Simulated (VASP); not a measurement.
Here is a VASP 6.6.1 calculation.

POSCAR

```
Co
1.0
    0.0000000000      2.5205007020      2.5205007020
    2.5205007020      0.0000000000      2.5205007020
    2.5205007020      2.5205007020      0.0000000000
Co
2
Direct
    0.0000000000      0.0000000000      0.0000000000
    0.2500000000      0.2500000000      0.2500000000
```

File INCAR.step1:

```
PREC = Accurate
ENCUT = 600
ISMEAR = 0
SIGMA = 0.1
LREAL = False
LASPH = True
NELM = 150
ISPIN = 2
MAGMOM = 2.1 2.1
LMAXMIX = 4
GGA = PE
ALGO = Normal
EDIFF = 1E-4
LWAVE = True
LCHARG = False
```

Contents of INCAR.step2:

```
PREC = Accurate
ENCUT = 600
EDIFF = 1E-7
ISMEAR = 0
SIGMA = 0.1
LREAL = False
LASPH = True
NELM = 150
ALGO = Normal
ISIF = 3
LWAVE = False
LCHARG = False
ISPIN = 2
MAGMOM = 2.1 2.1
LORBIT = 11
LMAXMIX = 4
METAGGA = R2SCAN
LMIXTAU = True
IBRION = 2
NSW = 80
EDIFFG = -0.01
ISTART = 1
```

The input KPOINTS:

```
regular mesh
0
Gamma
  14 14 14
```

Potentials or basis: VASP PAW PBE potentials, release 64 (Co).

Launch:

```console
$ cat potpaw_PBE.64/Co/POTCAR > POTCAR
$ cp INCAR.step1 INCAR
$ mpirun -np 1 vasp_std > vasp.out
$ cp INCAR.step2 INCAR
$ mpirun -np 1 vasp_std > vasp.out
```

Estimate the relaxed volume.

15.88 Å³/atom.

Predict the site moments.

Co +1.84 μB.

The path:
```csv
step,energy change (eV),largest force (eV/Å),pressure (GPa),volume (Å³)
1,0.0000,0.0000,-0.93,32.03
2,-0.0005,0.0000,0.56,31.60
3,-0.0008,0.0000,-0.02,31.76
```

Caveat: the PAW data sets were made with another functional, which shifts forces and pressure a little.
